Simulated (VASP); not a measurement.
# Pt (P3_121) in VASP: a series of runs

The runs below take Pt through single point, relaxation of cell and atoms, with PBE.

All numbers are computed with VASP 6.6.1; they aren't measurements. Logs are shortened: lines on timing, memory, paths and dates and some standing lists are left out, and cuts for length are marked.

**1. The cell of the first run**

It takes space group P3_121 (No. 152, trigonal). Conventional cell: a = 3.666 Å, b = 3.666 Å, c = 4.159 Å, α = 90.00°, β = 90.00°, γ = 120.00°. Pt (site symmetry 2) has 2 Pt at 1.99 Å within 2.6 Å.

**2. Single point, PBE**

Contents of INCAR:

```
PREC = Accurate ; ENCUT = 520
EDIFF = 1E-7 ; ISMEAR = 0
SIGMA = 0.1 ; LREAL = False
LASPH = True ; NELM = 60
ALGO = Fast ; ISIF = 2
LWAVE = False ; LCHARG = True
GGA = PE ; LELF = True
LVHAR = True ; NBANDS = 22
```

Contents of KPOINTS:

```
Automatic mesh
0
Gamma
  6 6 4
```

Contents of POSCAR:

```
Pt
1.0
    3.6656485145      0.0000000000      0.0000000000
   -1.8328242573      3.1745447349      0.0000000000
    0.0000000000      0.0000000000      4.1588009468
Pt
3
Direct
    0.2254000000      0.0000000000      0.3333333333
    0.0000000000      0.2254000000      0.6666666667
    0.7746000000      0.7746000000      0.0000000000
```

Potentials or basis: VASP PAW PBE potentials, release 64 (Pt).

Started as:

```console
$ cat potpaw_PBE.64/Pt/POTCAR > POTCAR
$ mpirun -np 1 vasp_std > vasp.out
```

OUTCAR:

```text
PREC = Accurate
   ENCUT = 520
   EDIFF = 1E-7
   ISMEAR = 0
   LREAL = False
   LASPH = True
   NELM = 60
   ISIF = 2
   GGA = PE

 ion  position               nearest neighbor table
   1  0.225  0.000  0.333-   3 1.99   2 1.99   3 2.88   3 2.88   2 2.88   2 2.88   2 3.12   3 3.12

   2  0.000  0.225  0.667-   3 1.99   1 1.99   3 2.88   3 2.88   1 2.88   1 2.88   1 3.12   3 3.12

   3  0.775  0.775  0.000-   1 1.99   2 1.99   2 2.88   1 2.88   1 2.88   2 2.88   1 3.12   2 3.12

  LATTYP: Found a hexagonal cell.
 ALAT       =     3.6656485145
 C/A-ratio  =     1.1345334749

  Lattice vectors:

 A1 = (   3.6656485145,   0.0000000000,   0.0000000000)
 A2 = (  -1.8328242573,   3.1745447349,   0.0000000000)
 A3 = (   0.0000000000,   0.0000000000,   4.1588009468)

Analysis of symmetry for initial positions (statically):
=====================================================================
 Subroutine PRICEL returns:
 Original cell was already a primitive cell.

 Routine SETGRP: Setting up the symmetry group for a
 hexagonal supercell.

 Subroutine GETGRP returns: Found  6 space group operations
 (whereof  2 operations were pure point group operations)
 out of a pool of 24 trial point group operations.

The static configuration has the point symmetry C_2 .
 The point group associated with its full space group is D_3 .

Analysis of symmetry for dynamics (positions and initial velocities):
=====================================================================
 Subroutine PRICEL returns:
 Original cell was already a primitive cell.

 Routine SETGRP: Setting up the symmetry group for a
 hexagonal supercell.

 Subroutine GETGRP returns: Found  6 space group operations
 (whereof  2 operations were pure point group operations)
 out of a pool of 24 trial point group operations.

The dynamic configuration has the point symmetry C_2 .
 The point group associated with its full space group is D_3 .

 Subroutine INISYM returns: Found  6 space group operations
 (whereof  2 operations are pure point group operations),
 and found     1 'primitive' translations

----------------------------------------------------------------------------------------

                                     Primitive cell

  volume of cell :      48.3950

  direct lattice vectors                    reciprocal lattice vectors
[... 85 lines left out ...]
   LASPH  =      T    aspherical Exc in radial PAW
   ENCUT  =  520.0 eV  38.22 Ry    6.18 a.u.   6.82  6.82  7.73*2*pi/ulx,y,z
   NELM   =     60;   NELMIN=  2; NELMDL= -5     # of ELM steps
   EDIFF  = 0.1E-06   stopping-criterion for ELM
   LREAL  =      F    real-space projection
   EDIFFG = 0.1E-05   stopping-criterion for IOM
   NSW    =      0    number of steps for IOM
   IBRION =     -1    ionic relax: 0-MD 1-quasi-New 2-CG
   NFREE  =      0    steps in history (QN), initial steepest desc. (CG)
   ISIF   =      2    stress and relaxation
   ISYM   =      2    0-nonsym 1-usesym 2-fastsym
   POTIM  = 0.5000    time-step for ionic-motion
   TEBEG  =    0.0;   TEEND  =   0.0 temperature during run
   PSTRESS=    0.0 pullay stress
   NELECT =      30.0000    total number of electrons
   NUPDOWN=      -1.0000    fix difference up-down
   EMIN   =  10.00;   EMAX   =-10.00  energy-range for DOS
   EFERMI =   0.00;   METHOD = LEGACY
   ISMEAR =     0;   SIGMA  =   0.10  broadening in eV -4-tet -1-fermi 0-gaus
   EFERMI_NEDOS =   21; number of points for ismear=-14 and -15
   IALGO  =     68    algorithm
   IMIX   =      4    mixing-type and parameters
     AMIX     =   0.40;   BMIX     =  1.00
     AMIX_MAG =   1.60;   BMIX_MAG =  1.00
  volume/ion in A,a.u.               =      16.13       108.86
  Fermi-wavevector in a.u.,A,eV,Ry     =   1.395881  2.637833 26.510737  1.948484
  Thomas-Fermi vector in A             =   2.519290
   LORBIT       =      0    0 simple, 1 ext, 2 COOP (PROOUT), +10 PAW based schemes
   GGA     = PE    functional components
   LHFCALC =     F    Hartree Fock is set to
   AEXX    =    0.0000 exact exchange contribution
   IVDW    =     0    specifies the selected vdW correction
   LEPSILON=     F    determine dielectric tensor
   LRPA    =     F    only Hartree local field effects (RPA)
 non-spin polarized calculation
 RMM-DIIS sequential band-by-band and
 Gauss-broadening in eV      SIGMA  =   0.10
  energy-cutoff  :      520.00
  volume of cell :       48.39
 maximum number of plane-waves:      1314
 NGX is ok and might be reduce to    28
   NGX = 13   NGY = 13   NGZ = 15

 number of electron      30.0000000 magnetization

 Free energy of the ion-electron system (eV)
  ---------------------------------------------------
  ext. energy  EPLUGINS =         0.00000000
  ---------------------------------------------------
  free energy    TOTEN  =        -6.23705811 eV

  energy without entropy =       -6.22354094  energy(sigma->0) =       -6.23029952

 E-fermi :  11.1165     XC(G=0): -12.7775

 val. band max:       11.0601848248   @ k =   0.5000   0.0000   0.5000
 cond. band min:      11.1392513106   @ k =   0.5000   0.0000   0.2500
 fundamental gap:      0.0790664859
 Fermi energy:        11.1164802895

 k-point     1 :       0.0000    0.0000    0.0000
  band No.  band energies     occupation
      1       0.8378      2.00000
      2       1.8347      2.00000
      3       1.8347      2.00000
      4       2.6868      2.00000
      5       2.9156      2.00000
      6       2.9156      2.00000
[... 589 lines left out ...]
     21      14.9755      0.00000
     22      27.2309      0.00000

------------------------ aborting loop because EDIFF is reached ----------------------------------------

  FORCE on cell =-STRESS in cart. coord.  units (eV):
  Direction    XX          YY          ZZ          XY          YZ          ZX
  --------------------------------------------------------------------------------------
  -------------------------------------------------------------------------------------
  Total       27.2325700     27.2325700     59.2836445     -0.0000000     -0.0000000     -0.0000000
  in kB      901.5686598    901.5686598   1962.6600002     -0.0000000     -0.0000000     -0.0000000
  external PRESSURE =    1255.2657733 kB  Pullay stress =       0.0000000 kB

 VOLUME and BASIS-vectors are now :
 -----------------------------------------------------------------------------
  energy-cutoff  :      520.00
  volume of cell :       48.39
      direct lattice vectors                 reciprocal lattice vectors
     3.665648514  0.000000000  0.000000000     0.272803024  0.157502899  0.000000000
    -1.832824257  3.174544735  0.000000000     0.000000000  0.315005799  0.000000000
     0.000000000  0.000000000  4.158800947     0.000000000  0.000000000  0.240453922

 POSITION                                       TOTAL-FORCE (eV/Angst)
 -----------------------------------------------------------------------------------
      0.82624      0.00000      1.38627        23.143900      0.000000      0.000000
     -0.41312      0.71554      2.77253       -11.571950     20.043206     -0.000000
      1.41971      2.45900      0.00000       -11.571950    -20.043206     -0.000000
 -----------------------------------------------------------------------------------
    total drift:                                0.000004      0.000006     -0.000000

  FREE ENERGIE OF THE ION-ELECTRON SYSTEM (eV)
  ---------------------------------------------------
  free  energy   TOTEN  =        -6.2370581054 eV

  energy  without entropy=       -6.2235409372  energy(sigma->0) =       -6.23029952
```

OSZICAR:

```text
N       E                     dE             d eps       ncg     rms          rms(c)
DAV:   1     0.189910365656E+03    0.18991E+03   -0.15343E+04  1056   0.131E+03
DAV:   2    -0.260894605656E+01   -0.19252E+03   -0.18005E+03  1170   0.291E+02
DAV:   3    -0.740057589361E+01   -0.47916E+01   -0.47370E+01  1212   0.460E+01
DAV:   4    -0.744124364864E+01   -0.40668E-01   -0.40660E-01  1254   0.441E+00
DAV:   5    -0.744179396028E+01   -0.55031E-03   -0.55030E-03  1272   0.558E-01    0.406E+01
RMM:   6    -0.651432495607E+01    0.92747E+00   -0.86820E-01  1056   0.630E+00    0.243E+01
RMM:   7    -0.625323305862E+01    0.26109E+00   -0.51935E-01  1079   0.471E+00    0.284E+00
RMM:   8    -0.623811151270E+01    0.15122E-01   -0.10314E-01  1095   0.230E+00    0.501E-01
RMM:   9    -0.623710060641E+01    0.10109E-02   -0.74295E-03  1144   0.575E-01    0.390E-01
RMM:  10    -0.623704979692E+01    0.50809E-04   -0.20285E-03  1146   0.314E-01    0.652E-02
RMM:  11    -0.623705962111E+01   -0.98242E-05   -0.39109E-04  1167   0.127E-01    0.505E-02
RMM:  12    -0.623705583191E+01    0.37892E-05   -0.89787E-05  1153   0.635E-02    0.771E-03
RMM:  13    -0.623705845173E+01   -0.26198E-05   -0.24019E-05  1174   0.304E-02    0.106E-02
RMM:  14    -0.623705835703E+01    0.94696E-07   -0.54663E-06  1184   0.148E-02    0.495E-03
RMM:  15    -0.623705807440E+01    0.28263E-06   -0.14187E-06  1112   0.727E-03    0.186E-03
RMM:  16    -0.623705818890E+01   -0.11450E-06   -0.42572E-07   871   0.414E-03    0.170E-03
RMM:  17    -0.623705810539E+01    0.83516E-07   -0.10398E-07   675   0.196E-03
   1 F= -.62370581E+01 E0= -.62302995E+01  d E =-.135172E-01
```

It took 14 s on 1 thread of Intel Xeon 6975P-C (Granite Rapids), shared host; peak memory 0.17 GiB.

What came out:

- Free energy: -6.2371 eV
- Pressure: 125.5 GPa
- Largest force: 23.144 eV/Å
- Band gap on the k mesh: zero (bands 15 and 16 overlap by 0.55 eV)

Forces in eV/Å, atoms in the order of the input:
```
Pt   23.144   0.000   0.000
Pt  -11.572  20.043   0.000
Pt  -11.572 -20.043   0.000
```

Caveat: the k points lie up to 0.38 Å⁻¹ apart, too coarse for converged energies and pressures of a metal; spin-orbit coupling is left out, which moves the levels of the heavy elements; forces of over 1 eV/Å act on the atoms, so gaps and moduli don't describe the material at rest.

**3. Relaxation of cell and atoms, PBE**

Contents of INCAR:

```
ALGO = Normal
EDIFF = 1E-6
EDIFFG = -0.04
ENCUT = 600
GGA = PE
IBRION = 2
ISIF = 3
ISMEAR = 0
LASPH = True
LCHARG = False
LREAL = False
LWAVE = False
NELM = 100
NSW = 90
PREC = Accurate
SIGMA = 0.1
```

Contents of KPOINTS:

```
k-points
0
Gamma
  6 6 4
```

POSCAR is that of step 2.

Potentials or basis: VASP PAW PBE potentials, release 64 (Pt).

Started as:

```console
$ cat potpaw_PBE.64/Pt/POTCAR > POTCAR
$ mpirun -np 1 vasp_std > vasp.out
```

It took 2.2 min on 1 thread of Intel Xeon 6975P-C (Granite Rapids), shared host; peak memory 0.2 GiB.

The run converged. Its results:

```yaml
Free_energy: -16.9753 eV
Relaxed_volume: 18.04 Å³/atom
Relaxed_cell: a = 3.733 Å, b = 3.733 Å, c = 4.482 Å, α = 90.00°, β = 90.00°, γ = 120.00°
Space_group_after_relaxing_to_0.1_Å: Pm-3m (No. 221)
Pressure_after_relaxing: -0.1 GPa
Largest_force_after_relaxing: 0.007 eV/Å
Band_gap_on_the_k_mesh: zero (bands 15 and 16 overlap by 0.75 eV)
```

Forces on the atoms (eV/Å):
```
Pt   0.007  0.000  0.000
Pt  -0.003  0.006  0.000
Pt  -0.003 -0.006  0.000
```

Stress tensor (GPa, compression positive):
```
-0.34  0.00  0.00
 0.00 -0.34  0.00
 0.00  0.00  0.24
```

Final structure:
```yaml
crystal:
  lattice:
    - [3.73350, 0.00000, 0.00000]
    - [-1.86675, 3.23330, 0.00000]
    - [0.00000, 0.00000, 4.48208]
  atoms:
    - { symbol: Pt, position: [0.33312, 0.00000, 0.33333] }
    - { symbol: Pt, position: [0.00000, 0.33312, 0.66667] }
    - { symbol: Pt, position: [0.66688, 0.66688, 0.00000] }
```

Levels at points of the mesh, in eV from the Fermi level:
| k point | band 13 | band 14 | band 15 | band 16 | band 17 | band 18 |
| --- | --- | --- | --- | --- | --- | --- |
| (0.00, 0.00, 0.00) | -0.89 | 0.25 | 0.27 | 0.27 | 2.59 | 2.59 |
| (0.50, 0.00, 0.00) | -0.83 | -0.82 | -0.48 | -0.48 | 1.87 | 4.31 |
| (0.00, 0.00, 0.50) | -0.90 | -0.90 | -0.90 | 2.01 | 2.01 | 9.80 |
| (0.50, 0.00, 0.50) | -1.04 | -1.04 | -0.50 | 0.47 | 0.70 | 0.71 |

Caveat: the k points lie up to 0.35 Å⁻¹ apart in the final cell, too coarse for converged energies and pressures of a metal; spin-orbit coupling is left out, which moves the levels of the heavy elements.
